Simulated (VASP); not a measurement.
# SiC (P6_3mc) in VASP: further runs, part 2 of 2

VASP 6.6.1. The steps go on from the part before.

### Step 3. Relaxation of shape and atoms at fixed volume, r2SCAN (10.96 Å³/atom)

This run uses another cell than the first one, of 10.96 Å³/atom.

POSCAR

```
SiC
1.0
    3.1352051710      0.0000000000      0.0000000000
   -1.5676025855      2.7151673241      0.0000000000
    0.0000000000      0.0000000000      5.1481708851
Si C
2 2
Direct
    0.3333333333      0.6666666667      0.0046176960
    0.6666666667      0.3333333333      0.5046176960
    0.3333333333      0.6666666667      0.3803823040
    0.6666666667      0.3333333333      0.8803823040
```

INCAR.step1

```
  PREC = Accurate
  ENCUT = 600
  ISMEAR = 0
  SIGMA = 0.02
  LREAL = F
  LASPH = T
  NELM = 100
  GGA = PE
  ALGO = Normal
  EDIFF = 1E-4
  LWAVE = T
  LCHARG = F
```

INCAR.step2

```
  PREC = Accurate
  ENCUT = 600
  EDIFF = 1E-7
  ISMEAR = 0
  SIGMA = 0.02
  LREAL = F
  LASPH = T
  NELM = 100
  ALGO = Normal
  ISIF = 4
  LWAVE = F
  LCHARG = F
  METAGGA = R2SCAN
  LMIXTAU = T
  IBRION = 2
  NSW = 50
  EDIFFG = -0.01
  ISTART = 1
```

KPOINTS

```
Automatic mesh
0
Gamma
  12 12 6
```

Potentials or basis: VASP PAW PBE potentials, release 64 (Si, C).

Run with:

```console
cat potpaw_PBE.64/Si/POTCAR potpaw_PBE.64/C/POTCAR > POTCAR
cp INCAR.step1 INCAR
mpirun -np 1 vasp_std > vasp.out
cp INCAR.step2 INCAR
mpirun -np 1 vasp_std > vasp.out
```

OUTCAR:

```text
PREC = Accurate
   ENCUT = 600
   EDIFF = 1E-7
   ISMEAR = 0
   LREAL = F
   LASPH = T
   NELM = 100
   ISIF = 4
   METAGGA = R2SCAN
   IBRION = 2
   NSW = 50
   EDIFFG = -0.01
   ISTART = 1

 ion  position               nearest neighbor table
   1  0.333  0.667  0.005-   4 1.92   4 1.92   4 1.92   3 1.93   2 3.15   2 3.15   2 3.15   2 3.15
                             2 3.15   2 3.15
   2  0.667  0.333  0.505-   3 1.92   3 1.92   3 1.92   4 1.93   1 3.15   1 3.15   1 3.15   1 3.15
                             1 3.15   1 3.15
   3  0.333  0.667  0.380-   2 1.92   2 1.92   2 1.92   1 1.93
   4  0.667  0.333  0.880-   1 1.92   1 1.92   1 1.92   2 1.93

  LATTYP: Found a hexagonal cell.
 ALAT       =     3.1352051710
 C/A-ratio  =     1.6420523074

  Lattice vectors:

 A1 = (   3.1352051710,   0.0000000000,   0.0000000000)
 A2 = (  -1.5676025855,   2.7151673241,   0.0000000000)
 A3 = (   0.0000000000,   0.0000000000,   5.1481708851)

Analysis of symmetry for initial positions (statically):
=====================================================================
 Subroutine PRICEL returns:
[... 245 lines left out ...]
     10      13.5985      0.00000
     11      14.3341      0.00000
     12      14.3341      0.00000
[... 331 lines left out ...]
 k-point    24 :       0.3333   -0.0000    0.1667
  band No.  band energies     occupation
      1      -6.4479      2.00000
      2      -4.0234      2.00000
      3       0.0698      2.00000
      4       1.9046      2.00000
      5       2.5990      2.00000
      6       4.6210      2.00000
      7       5.8893      2.00000
      8       6.3591      2.00000
      9      11.1833      0.00000
     10      12.3183      0.00000
     11      14.4981      0.00000
     12      15.5938      0.00000

 [... further k-points ...]

------------------------ aborting loop because EDIFF is reached ----------------------------------------

  FORCE on cell =-STRESS in cart. coord.  units (eV):
  Direction    XX          YY          ZZ          XY          YZ          ZX
  --------------------------------------------------------------------------------------
  -------------------------------------------------------------------------------------
  Total       -3.2980750     -3.2980750     -3.3486257     -0.0000000      0.0000000      0.0000000
  in kB     -120.5745334   -120.5745334   -122.4226193     -0.0000000      0.0000000      0.0000000
  external PRESSURE =    -121.1905620 kB  Pullay stress =       0.0000000 kB

 VOLUME and BASIS-vectors are now :
 -----------------------------------------------------------------------------
  energy-cutoff  :      600.00
  volume of cell :       43.82
      direct lattice vectors                 reciprocal lattice vectors
     3.134577080  0.000000000  0.000000000     0.319022303  0.184187613  0.000000000
    -1.567288540  2.714623381  0.000000000    -0.000000000  0.368375225  0.000000000
     0.000000000  0.000000000  5.150234222     0.000000000  0.000000000  0.194165927

 POSITION                                       TOTAL-FORCE (eV/Angst)
 -----------------------------------------------------------------------------------
     -0.00000      1.80975      0.02324         0.000000      0.000000      0.009682
      1.56729      0.90487      2.59835        -0.000000      0.000000      0.009682
     -0.00000      1.80975      1.95960         0.000000     -0.000000     -0.009682
      1.56729      0.90487      4.53472        -0.000000      0.000000     -0.009682
 -----------------------------------------------------------------------------------
    total drift:                               -0.000000     -0.000000     -0.000322

  FREE ENERGIE OF THE ION-ELECTRON SYSTEM (eV)
  ---------------------------------------------------
  free  energy   TOTEN  =       -38.5439553149 eV

  energy  without entropy=      -38.5439553149  energy(sigma->0) =      -38.54395531

 reached required accuracy - stopping structural energy minimisation
```

OUTCAR.step1:

```text
PREC = Accurate
   ENCUT = 600
   ISMEAR = 0
   LREAL = F
[... 594 lines left out ...]
     -0.00000      1.81011      0.02377        -0.000000      0.000000     -0.009640
      1.56760      0.90506      2.59786         0.000000     -0.000000     -0.009640
     -0.00000      1.81011      1.95827         0.000000      0.000000      0.009640
      1.56760      0.90506      4.53236         0.000000     -0.000000      0.009640
 -----------------------------------------------------------------------------------
    total drift:                               -0.000000      0.000000     -0.000016

  FREE ENERGIE OF THE ION-ELECTRON SYSTEM (eV)
  ---------------------------------------------------
  free  energy   TOTEN  =       -30.0641822038 eV

  energy  without entropy=      -30.0641822038  energy(sigma->0) =      -30.06418220
```

Run time: 4.1 min. Hardware: 1 thread of Intel Xeon Platinum 8259CL at 2.50GHz (Skylake/Cascade Lake), shared host; peak memory 0.2 GiB.

What came out:

```yaml
Free_energy: -38.5440 eV
Energy_gained_by_relaxing: 0.0 meV/atom
Ionic_steps: 2
Pressure_after_relaxing: -12.1 GPa
Largest_force_after_relaxing: 0.010 eV/Å
Band_gap_on_the_k_mesh: 2.74 eV (least direct gap 4.36 eV)
```

Forces in eV/Å, atoms in the order of the input:
```
Si   0.000  0.000  0.010
Si   0.000  0.000  0.010
C    0.000  0.000 -0.010
C    0.000  0.000 -0.010
```

Final structure:
```
CELL_PARAMETERS angstrom
3.13458 0.00000 0.00000
-1.56729 2.71462 0.00000
0.00000 0.00000 5.15023
ATOMIC_POSITIONS crystal
Si 0.33333 0.66667 0.00451
Si 0.66667 0.33333 0.50451
C 0.33333 0.66667 0.38049
C 0.66667 0.33333 0.88049
```

Levels at points of the mesh, in eV from the valence-band top:
```tsv
k point	band 4	band 5	band 6	band 7	band 8	band 9	band 10	band 11	band 12
(0.00, 0.00, 0.00)	-1.35	-1.35	-0.11	0.00	0.00	4.88	6.10	6.84	6.84
(0.50, 0.00, 0.00)	-6.42	-5.41	-3.35	-3.19	-1.24	3.12	4.59	6.99	7.41
(0.00, 0.00, 0.50)	-4.52	-0.73	-0.73	-0.73	-0.73	5.97	5.97	7.57	7.57
(0.50, 0.00, 0.50)	-8.28	-2.48	-2.48	-2.38	-2.38	3.57	3.57	5.52	5.52
```

Caveat: the PAW data sets were made with another functional, which shifts forces and pressure a little.
